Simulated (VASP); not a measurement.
Write the native input for VASP 6.6.1 that does the following.

* Task: single point
* Functional: PBEsol
* Potentials or basis: VASP PAW PBE potentials, release 64 (Mg, S)
* Cutoff: 600 eV
* k mesh: 6 × 6 × 6
* Occupations: gaussian, width 0.5 eV
* Spin: no spin polarisation
* Dipole correction: no
* Further INCAR settings: ALGO = Normal; EDIFF = 1e-06; NBANDS = 11

The structure of MgS lies in POSCAR:

```
MgS
1.0
    0.0000000000      2.8308768389      2.8308768389
    2.8308768389      0.0000000000      2.8308768389
    2.8308768389      2.8308768389      0.0000000000
Mg S
1 1
Direct
    0.0000000000      0.0000000000      0.0000000000
    0.2500000000      0.2500000000      0.2500000000
```

The input as run:

INCAR

```
SYSTEM = MgS
  PREC = Accurate
  ENCUT = 600
  EDIFF = 1E-6
  ISMEAR = 0
  SIGMA = 0.5
  LREAL = .False.
  LASPH = .True.
  NELM = 120
  ALGO = Normal
  ISIF = 2
  LWAVE = .False.
  LCHARG = .True.
  GGA = PS
  LELF = .True.
  LVHAR = .True.
  NBANDS = 11
  GGA_COMPAT = .False.
```

KPOINTS

```
regular mesh
0
Gamma
  6 6 6
  0 0 0
```

Potentials or basis: VASP PAW PBE potentials, release 64 (Mg, S).

Launch:

```bash
$ cat potpaw_PBE.64/Mg/POTCAR potpaw_PBE.64/S/POTCAR > POTCAR
$ mpirun -np 1 vasp_std > vasp.out
```

It gave:

```json
{"Pressure": "-0.4 GPa", "Band gap on the k mesh": "3.30 eV"}
```

Caveat: the PAW data sets were made with another functional, which shifts forces and pressure a little.

Run time: 6.8 s on 1 thread of AMD EPYC 9R45 96-Core Processor (Zen 5) (shared host), peak memory 0.14 GiB.
